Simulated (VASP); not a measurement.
Runs of VASP 6.6.1 on HfSiO4. The structure is that of space group P-4m2 (No. 115), or close to it. The cells are those of the table. 

| level | cell | k mesh | smearing | gap on the mesh (eV) | pressure (GPa) | largest force (eV/Å) |
| --- | --- | --- | --- | --- | --- | --- |
| PBE | a = 3.316, b = 3.316, c = 5.769 Å, 6 atoms | 8 × 8 × 6 | fermi-dirac 0.02 eV | 2.28 | -1.1 | (a) |
| PBE | a = 3.286, b = 3.286, c = 5.700 Å, 6 atoms | 8 × 8 × 4 | fermi-dirac 0.02 eV | 2.49 | 5.6 | 0.26 |
| r2SCAN | a = 3.286, b = 3.286, c = 5.700 Å, 6 atoms | 8 × 8 × 4 | fermi-dirac 0.02 eV | 3.21 | -1.2 | 0.15 |
| r2SCAN | a = 3.286, b = 3.286, c = 5.700 Å, 6 atoms | 8 × 8 × 4 | gaussian 0.01 eV | 3.21 | -1.2 | 0.15 |
| PBEsol | a = 3.310, b = 3.310, c = 5.447 Å, 6 atoms | 8 × 8 × 4 | fermi-dirac 0.02 eV | (b) | -1.1 | 0.11 |

Alike in all rows: task single point; potentials or basis VASP PAW PBE potentials, release 64 (Si, Hf_pv, O); no spin polarisation; cutoff (eV) 520.

Fill in the values left out.

(a) 0.13; (b) 2.23.

Caveats: spin-orbit coupling is left out, which moves the levels of the heavy elements; the PAW data sets were made with another functional, which shifts forces and pressure a little (some runs).

A k mesh can miss the band edges, and the runs leave out spin-orbit coupling on Hf.
